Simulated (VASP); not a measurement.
A run of VASP 6.6.1:

Contents of INCAR:

```
SYSTEM = IrRhC6N6
PREC = Accurate
ENCUT = 520
EDIFF = 1E-6
ISMEAR = 0
SIGMA = 0.1
LREAL = .FALSE.
LASPH = .TRUE.
NELM = 150
ALGO = Normal
ISIF = 2
LWAVE = .FALSE.
LCHARG = .FALSE.
ISPIN = 2
MAGMOM = 1 1 0 0 0 0 0 0 0 0 0 0 0 0
LORBIT = 11
LMAXMIX = 4
GGA = PE
NBANDS = 56
```

File KPOINTS:

```
regular mesh
0
G
  4 4 4
  0 0 0
```

The input POSCAR:

```
IrRhC6N6
1.0
    0.0000000000      5.0945000000      5.0945000000
    5.0945000000      0.0000000000      5.0945000000
    5.0945000000      5.0945000000      0.0000000000
Ir Rh C N
1 1 6 6
Direct
    0.0000000000      0.0000000000      0.0000000000
    0.5000000000      0.5000000000      0.5000000000
    0.8118559200      0.1881440800      0.1881440800
    0.1881440800      0.8118559200      0.1881440800
    0.1881440800      0.1881440800      0.8118559200
    0.1881440800      0.8118559200      0.8118559200
    0.8118559200      0.1881440800      0.8118559200
    0.8118559200      0.8118559200      0.1881440800
    0.6970262000      0.3029738000      0.3029738000
    0.3029738000      0.6970262000      0.3029738000
    0.3029738000      0.3029738000      0.6970262000
    0.3029738000      0.6970262000      0.6970262000
    0.6970262000      0.3029738000      0.6970262000
    0.6970262000      0.6970262000      0.3029738000
```

Potentials or basis: VASP PAW PBE potentials, release 64 (Ir, Rh_pv, C, N).

Run with:

```console
$ cat potpaw_PBE.64/Ir/POTCAR potpaw_PBE.64/Rh_pv/POTCAR potpaw_PBE.64/C/POTCAR potpaw_PBE.64/N/POTCAR > POTCAR
$ mpirun -np 1 vasp_std > vasp.out
```

Hardware: 1 thread of AMD EPYC 7R13, with other jobs on the host.

Q: Estimate the wall time of this run.

A: Run time: 10 min on 1 thread of AMD EPYC 7R13, with other jobs on the host, peak memory 0.59 GiB. Counts: scf iterations 18, k points 8.
